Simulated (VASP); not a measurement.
Here is a VASP 6.6.1 calculation.

File INCAR:

```
PREC = Accurate ; ENCUT = 520
EDIFF = 1E-6 ; ISMEAR = 0
SIGMA = 0.01 ; LREAL = False
LASPH = True ; NELM = 60
ALGO = Normal ; ISIF = 2
LWAVE = False ; LCHARG = True
LELF = True ; LVHAR = True
NBANDS = 24
```

File KPOINTS:

```
Automatic mesh
0
Gamma
  4 4 4
```

POSCAR

```
CsMgF3
1.0
    4.2523100000      0.0000000000      0.0000000000
    0.0000000000      4.2523100000      0.0000000000
    0.0000000000      0.0000000000      4.2523100000
Cs Mg F
1 1 3
Direct
    0.0000000000      0.0000000000      0.0000000000
    0.5000000000      0.5000000000      0.5000000000
    0.0000000000      0.5000000000      0.5000000000
    0.5000000000      0.0000000000      0.5000000000
    0.5000000000      0.5000000000      0.0000000000
```

Potentials or basis: VASP PAW LDA potentials, release 64 (Cs_sv, Mg, F).

Launch:

```bash
$ cat potpaw_LDA.64/Cs_sv/POTCAR potpaw_LDA.64/Mg/POTCAR potpaw_LDA.64/F/POTCAR > POTCAR
$ mpirun -np 1 vasp_std > vasp.out
```

Question: What does it give for the pressure?

Answer: -7.3 GPa.

Question: What does it give for the band gap on the k mesh?

Answer: 6.35 eV, direct.

Caveat: spin-orbit coupling is left out, which moves the levels of the heavy elements. A hybrid or GW would open this gap; LDA tends to underestimate it.
